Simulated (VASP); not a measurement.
Here is a VASP 6.6.1 calculation.

POSCAR

```
TiO2
1.0
    4.4134690102      0.0000000000      0.0000000000
    0.0000000000      4.4134690102      0.0000000000
    0.0000000000      0.0000000000      2.8731688202
Ti O
2 4
Direct
    0.0000000000      0.0000000000      0.0000000000
    0.5000000000      0.5000000000      0.5000000000
    0.3051400959      0.3051400959      0.0000000000
    0.1948599041      0.8051400959      0.5000000000
    0.6948599041      0.6948599041      0.0000000000
    0.8051400959      0.1948599041      0.5000000000
```

INCAR.step1

```
  ALGO = Normal
  EDIFF = 1E-4
  ENCUT = 520
  GGA = PE
  ISMEAR = 0
  LASPH = True
  LCHARG = False
  LDAU = True
  LDAUJ = 0 0
  LDAUL = 2 -1
  LDAUTYPE = 2
  LDAUU = 4 0
  LMAXMIX = 4
  LREAL = False
  LWAVE = True
  NBANDS = 33
  NELM = 150
  PREC = Accurate
  SIGMA = 0.05
```

INCAR.step2

```
  ALGO = Normal
  EDIFF = 1E-7
  ENCUT = 520
  ISIF = 2
  ISMEAR = 0
  ISTART = 1
  LASPH = True
  LCHARG = False
  LDAU = True
  LDAUJ = 0 0
  LDAUL = 2 -1
  LDAUPRINT = 1
  LDAUTYPE = 2
  LDAUU = 4 0
  LMAXMIX = 4
  LMIXTAU = True
  LREAL = False
  LWAVE = False
  METAGGA = R2SCAN
  NBANDS = 33
  NELM = 150
  PREC = Accurate
  SIGMA = 0.05
```

Contents of KPOINTS:

```
k-points
0
Gamma
  6 6 8
```

Potentials or basis: VASP PAW PBE potentials, release 64 (Ti_sv, O).

Launch:

```console
$ cat potpaw_PBE.64/Ti_sv/POTCAR potpaw_PBE.64/O/POTCAR > POTCAR
$ cp INCAR.step1 INCAR
$ mpirun -np 1 vasp_std > vasp.out
$ cp INCAR.step2 INCAR
$ mpirun -np 1 vasp_std > vasp.out
```

(1) Estimate the largest force.

(2) What does it give for the pressure?

(3) Estimate the band gap on the k mesh.

## Answers

(1) 0.822 eV/Å.

(2) 46.3 GPa.

(3) 3.14 eV.

Caveat: the cell differs from its parent crystal (strain -0.040 along x and y, -0.040 along z); the stress differs along the axes, from 42 to 54 GPa; the PAW data sets were made with another functional, which shifts forces and pressure a little.
